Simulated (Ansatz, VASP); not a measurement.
Two plane-wave programs on ScSi10

File INCAR:

```
ALGO     = Normal         # electronic algorithm
EDIFF    = 1E-6           # SCF threshold, eV
EDIFFG   = -0.04          # ionic threshold
ENCUT    = 600            # plane-wave cutoff, eV
GGA      = PE             # functional
IBRION   = 2              # ionic algorithm
ISIF     = 3              # what is computed and relaxed
ISMEAR   = 0              # smearing method
LASPH    = T              # aspherical terms in the spheres
LCHARG   = F              # write CHGCAR
LREAL    = F              # projectors in reciprocal space
LWAVE    = F              # write WAVECAR
NELM     = 100            # most SCF steps
NSW      = 90             # ionic steps
PREC     = Accurate       # precision mode
SIGMA    = 0.1            # smearing width, eV
```

File KPOINTS:

```
k-points
0
Gamma
  3 3 4
```

The input POSCAR:

```
ScSi10
1.0
    6.2298013000      0.0000000000      0.0000000000
   -3.1149006500      5.3951661900      0.0000000000
    0.0000000000      0.0000000000      4.6220277000
Sc Si
1 10
Direct
    0.0000000000      0.0000000000      0.0000000000
    0.3333333300      0.6666666700      0.2380192400
    0.3333333300      0.6666666700      0.7619807600
    0.6666666700      0.3333333300      0.7619807600
    0.6666666700      0.3333333300      0.2380192400
    0.3249054200      0.0000000000      0.6316917000
    0.0000000000      0.3249054200      0.6316917000
    0.6750945800      0.6750945800      0.6316917000
    0.0000000000      0.6750945800      0.3683083000
    0.6750945800      0.0000000000      0.3683083000
    0.3249054200      0.3249054200      0.3683083000
```

Input for Ansatz:

```yaml
crystal:
  lattice:
    - [6.2298013, 0.0, 0.0]
    - [-3.11490065, 5.39516619, 0.0]
    - [0.0, 0.0, 4.6220277]
  atoms:
    - { symbol: Sc, position: [0.0, 0.0, 0.0] }
    - { symbol: Si, position: [0.33333333, 0.66666667, 0.23801924] }
    - { symbol: Si, position: [0.33333333, 0.66666667, 0.76198076] }
    - { symbol: Si, position: [0.66666667, 0.33333333, 0.76198076] }
    - { symbol: Si, position: [0.66666667, 0.33333333, 0.23801924] }
    - { symbol: Si, position: [0.32490542, 0.0, 0.6316917] }
    - { symbol: Si, position: [0.0, 0.32490542, 0.6316917] }
    - { symbol: Si, position: [0.67509458, 0.67509458, 0.6316917] }
    - { symbol: Si, position: [0.0, 0.67509458, 0.3683083] }
    - { symbol: Si, position: [0.67509458, 0.0, 0.3683083] }
    - { symbol: Si, position: [0.32490542, 0.32490542, 0.3683083] }
basis:
  ecutwfc: 420
kpoints:
  mp_grid: { grid: [3, 3, 4] }
hamiltonian:
  xc: pbe
scf:
  occupations: { method: gaussian, width: 0.1 }
  lower_state_search: "off"
output:
  forces: true
  stress: true
  eigenvalues: true
relax:
  adjacent_minimum: "off"
  f_tol: 0.04
  max_steps: 70
  cell: { stress_tol: 0.4 }
```

Alike in both runs: task relaxation of cell and atoms; functional PBE; k mesh 3 × 3 × 4; occupations gaussian, width 0.1 eV; no spin polarisation.

|  | VASP | Ansatz |
| --- | --- | --- |
| version | VASP 6.6.1 | Ansatz 0.2.0 |
| potentials or method | VASP PAW PBE potentials, release 64 (Sc_sv, Si), cutoff 600 eV | scalar-relativistic, plane waves, PAW |
| valence electrons in the cell | 51 | 51 |

|  | VASP | Ansatz | Ansatz less VASP |
| --- | --- | --- | --- |
| gap on the k mesh at the Fermi level, each at its own relaxed structure (eV) | none | none | - |
| relaxed volume (Å³/atom) | 18.66 | 18.72 | +0.056 |
| relaxed cell length with the largest relative difference (Å) | 6.884 | 6.892 | +0.0081 |

A gap of «none» marks a metal or a gap that the smearing closes.

The k mesh is coarse, so the values compare programs but aren't converged. Noted on VASP's run: the volume moved by over 15 % at a fixed basis, so the end points are rough.
